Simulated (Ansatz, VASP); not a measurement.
# AlB3P4 in VASP and in Ansatz

INCAR

```
SYSTEM = AlB3P4
  PREC = Accurate
  ENCUT = 520
  EDIFF = 1E-6
  ISMEAR = 0
  SIGMA = 0.1
  LREAL = .FALSE.
  LASPH = .TRUE.
  NELM = 60
  ALGO = Normal
  ISIF = 2
  LWAVE = .FALSE.
  LCHARG = .FALSE.
  GGA = PE
  NBANDS = 26
```

Contents of KPOINTS:

```
regular mesh
0
G
  6 6 2
  0 0 0
```

File POSCAR:

```
AlB3P4
1.0
    3.4587202800      0.0000000000      0.0000000000
   -1.7293601400      2.9953396300      0.0000000000
    0.0000000000      0.0000000000     11.4774610800
Al B P
1 3 4
Direct
    0.6666666700      0.3333333300      0.7502036700
    0.6666666700      0.3333333300      0.2502036700
    0.3333333300      0.6666666700      0.0002036700
    0.3333333300      0.6666666700      0.5002036700
    0.6666666700      0.3333333300      0.4372963300
    0.6666666700      0.3333333300      0.9372963300
    0.3333333300      0.6666666700      0.1872963300
    0.3333333300      0.6666666700      0.6872963300
```

Input for Ansatz:

```yaml
crystal:
  lattice:
    - [3.45872028, 0.0, 0.0]
    - [-1.72936014, 2.99533963, 0.0]
    - [0.0, 0.0, 11.47746108]
  atoms:
    - { symbol: Al, position: [0.66666667, 0.33333333, 0.75020367] }
    - { symbol: B, position: [0.66666667, 0.33333333, 0.25020367] }
    - { symbol: B, position: [0.33333333, 0.66666667, 0.00020367] }
    - { symbol: B, position: [0.33333333, 0.66666667, 0.50020367] }
    - { symbol: P, position: [0.66666667, 0.33333333, 0.43729633] }
    - { symbol: P, position: [0.66666667, 0.33333333, 0.93729633] }
    - { symbol: P, position: [0.33333333, 0.66666667, 0.18729633] }
    - { symbol: P, position: [0.33333333, 0.66666667, 0.68729633] }
basis:
  ecutwfc: 420
kpoints:
  mp_grid: { grid: [6, 6, 2] }
hamiltonian:
  xc: pbe
scf:
  occupations: { method: gaussian, width: 0.1 }
  lower_state_search: "off"
output:
  forces: true
  stress: true
  eigenvalues: true
```

Alike in both runs: task single point; functional PBE; k mesh 6 × 6 × 2; occupations gaussian, width 0.1 eV; no spin polarisation.

```csv
,VASP,Ansatz
version,VASP 6.6.1,Ansatz 0.2.0
potentials or method,"VASP PAW PBE potentials, release 64 (Al, B, P), cutoff 520 eV","scalar-relativistic, plane waves, PAW"
valence electrons in the cell,32,32
```

```csv
,VASP,Ansatz,Ansatz less VASP
gap on the k mesh at the Fermi level (eV),1.25,1.26,+0.003
least direct gap on the mesh (eV),2.12,2.12,+0.002
pressure (GPa),-3.5,-3.3,+0.13
"traceless stress, the component that is largest in VASP (GPa)",-0.41,-0.41,+0.005
rms of the force components (eV/Å),1.305,1.307,+0.0020
```

Atom by atom the forces differ by 0.002 eV/Å (rms over components).
